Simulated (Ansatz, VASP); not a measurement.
## TePb: VASP beside Ansatz

INCAR

```
PREC = Accurate ; ENCUT = 520
EDIFF = 1E-6 ; ISMEAR = 0
SIGMA = 0.01 ; LREAL = F
LASPH = T ; NELM = 100
ALGO = Normal ; ISIF = 2
LWAVE = F ; LCHARG = T
GGA = PE ; LELF = T
LVHAR = T ; NBANDS = 17
```

The input KPOINTS:

```
regular mesh
0
Gamma
  8 8 8
```

Contents of POSCAR:

```
TePb
1.0
    0.0000000000      3.2678368430      3.2678368430
    3.2678368430      0.0000000000      3.2678368430
    3.2678368430      3.2678368430      0.0000000000
Pb Te
1 1
Direct
    0.0000000000      0.0000000000      0.0000000000
    0.5000000000      0.5000000000      0.5000000000
```

Input for Ansatz:

```yaml
crystal:
  lattice:
    - [0.0, 3.267836843, 3.267836843]
    - [3.267836843, 0.0, 3.267836843]
    - [3.267836843, 3.267836843, 0.0]
  atoms:
    - { symbol: Pb, position: [0.0, 0.0, 0.0] }
    - { symbol: Te, position: [0.5, 0.5, 0.5] }
kpoints:
  mp_grid: { grid: [8, 8, 8] }
  band_path:
    path:
      - [0.0, 0.0, 0.0]
      - [0.5, 0.0, 0.5]
      - [0.625, 0.25, 0.625]
      - [0.375, 0.375, 0.75]
      - [0.5, 0.5, 0.5]
      - [0.5, 0.25, 0.75]
      - [0.0, 0.0, 0.5]
    npoints: 1
hamiltonian:
  xc: pbe
scf:
  occupations: { method: fixed }
  n_extra_bands: 4
output:
  forces: true
  stress: true
  eigenvalues: true
```

Alike in both runs: task single point; functional PBE; k mesh 8 × 8 × 8; no spin polarisation.

```csv
,VASP,Ansatz
version,VASP 6.6.1,Ansatz 0.2.0
potentials or method,"VASP PAW PBE potentials, release 64 (Pb_d, Te)","plane waves, PAW"
plane-wave cutoff (eV),520,420
occupations,"gaussian, width 0.01 eV",fixed
valence electrons in the cell,20,30
```

```csv
,VASP,Ansatz,Ansatz less VASP
gap on the k mesh at the Fermi level (eV),0.80,0.80,-0.004
pressure (GPa),0.6,0.6,+0.06
```

VASP's potentials hold 20 valence electrons a cell and Ansatz's 30, so a difference there can come from the potentials and not from the codes.

Neither program's run includes spin-orbit coupling.
